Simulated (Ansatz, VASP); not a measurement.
# Two plane-wave programs on InSe

INCAR

```
SYSTEM = InSe
PREC = Accurate
ENCUT = 520
EDIFF = 1E-6
ISMEAR = 0
SIGMA = 0.05
LREAL = .FALSE.
LASPH = .TRUE.
NELM = 60
ALGO = Normal
ISIF = 2
LWAVE = .FALSE.
LCHARG = .FALSE.
LDIPOL = .TRUE.
IDIPOL = 3
DIPOL = 0.5 0.5 0.415
GGA = PE
IVDW = 12
NBANDS = 48
```

KPOINTS

```
regular mesh
0
G
  9 9 1
  0 0 0
```

File POSCAR:

```
InSe
1.0
    4.0266103640      0.0000000000      0.0000000000
   -2.0133051820      3.4871468663      0.0000000000
    0.0000000000      0.0000000000     28.2707108021
Se In
4 4
Direct
    0.0000000000      0.0000000000      0.1591753399
    0.0000000000      0.0000000000      0.3496677346
    0.1111111111      0.4444444444      0.4808989592
    0.1111111111      0.4444444444      0.6713913539
    0.6666666667      0.3333333333      0.2049979895
    0.6666666667      0.3333333333      0.3038451603
    0.7777777778      0.7777777778      0.5267216088
    0.7777777778      0.7777777778      0.6255687796
```

Input for Ansatz:

```yaml
crystal:
  lattice:
    - [4.026610364, 0.0, 0.0]
    - [-2.013305182, 3.4871468663, 0.0]
    - [0.0, 0.0, 28.2707108021]
  atoms:
    - { symbol: Se, position: [0.0, 0.0, 0.1591753399] }
    - { symbol: In, position: [0.6666666667, 0.3333333333, 0.2049979895] }
    - { symbol: In, position: [0.6666666667, 0.3333333333, 0.3038451603] }
    - { symbol: Se, position: [0.0, 0.0, 0.3496677346] }
    - { symbol: Se, position: [0.1111111111, 0.4444444444, 0.4808989592] }
    - { symbol: In, position: [0.7777777778, 0.7777777778, 0.5267216088] }
    - { symbol: In, position: [0.7777777778, 0.7777777778, 0.6255687796] }
    - { symbol: Se, position: [0.1111111111, 0.4444444444, 0.6713913539] }
basis:
  ecutwfc: 420
kpoints:
  mp_grid: { grid: [9, 9, 1] }
hamiltonian:
  xc: pbe
  pseudopotentials: { kind: paw, azcp: { folder: soft_1 } }
  dispersion: d3bj
scf:
  occupations: { method: gaussian, width: 0.05 }
output:
  forces: true
  eigenvalues: true
efield:
  axis: 3
  dipole_correction: true
  ramp_width: 0.04
```

Alike in both runs: task single point; functional PBE; dispersion D3(BJ); k mesh 9 × 9 × 1; occupations gaussian, width 0.05 eV; no spin polarisation.

|  | VASP | Ansatz |
| --- | --- | --- |
| version | VASP 6.6.1 | Ansatz 0.2.0 |
| potentials or method | VASP PAW PBE potentials, release 64 (Se, In_d), cutoff 520 eV | scalar-relativistic, plane waves, PAW |
| valence electrons in the cell | 76 | 116 |

|  | VASP | Ansatz | Ansatz less VASP |
| --- | --- | --- | --- |
| gap on the k mesh at the Fermi level (eV) | 1.26 | 1.27 | +0.011 |
| least direct gap on the mesh (eV) | 1.30 | 1.31 | +0.009 |
| rms of the force components (eV/Å) | 0.023 | 0.020 | -0.0031 |

VASP's potentials hold 76 valence electrons a cell and Ansatz's 116, so a difference there can come from the potentials and not from the codes.
